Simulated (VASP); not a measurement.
A run of VASP 6.6.1 is set up as follows.

The input INCAR:

```
SYSTEM = SnO2
PREC = Accurate
ENCUT = 520
EDIFF = 1E-7
ISMEAR = 0
SIGMA = 0.05
LREAL = .False.
LASPH = .True.
NELM = 100
ALGO = Normal
ISIF = 2
LWAVE = .False.
LCHARG = .False.
GGA = PE
NBANDS = 20
```

Contents of KPOINTS:

```
Automatic mesh
0
Gamma
  12 12 12
  0 0 0
```

POSCAR

```
SnO2
1.0
    1.5763469202      0.9101043187      4.7952989919
   -1.5763469202      0.9101043187      4.7952989919
    0.0000000000     -1.8202086374      4.7952989919
Sn O
1 2
Direct
    0.5098364945      0.4901635055      0.5000000000
    0.1983900727      0.2713752757      0.2348826742
    0.7286247243      0.8016099273      0.7651173258
```

Potentials or basis: VASP PAW PBE potentials, release 64 (Sn_d, O).

Command:

```sh
$ cat potpaw_PBE.64/Sn_d/POTCAR potpaw_PBE.64/O/POTCAR > POTCAR
$ mpirun -np 1 vasp_std > vasp.out
```

Q: Predict the largest force.

A: 2.933 eV/Å.

Q: Predict the band gap on the k mesh.

A: 2.50 eV (least direct gap 2.73 eV).

Q: Estimate the pressure.

A: 16.1 GPa.

Forces in eV/Å, atoms in the order of the input:
```
Sn  -2.933  0.000  0.000
O    1.467  0.398  1.316
O    1.467 -0.398 -1.316
```

Caveat: the cell differs from its parent crystal (atoms displaced along a vibrational mode, the cell strained); the stress differs along the axes, from 10 to 20 GPa; spin-orbit coupling is left out, which moves the levels of the heavy elements; forces of over 1 eV/Å act on the atoms, so gaps and moduli don't describe the material at rest. A k mesh can miss the band edges.
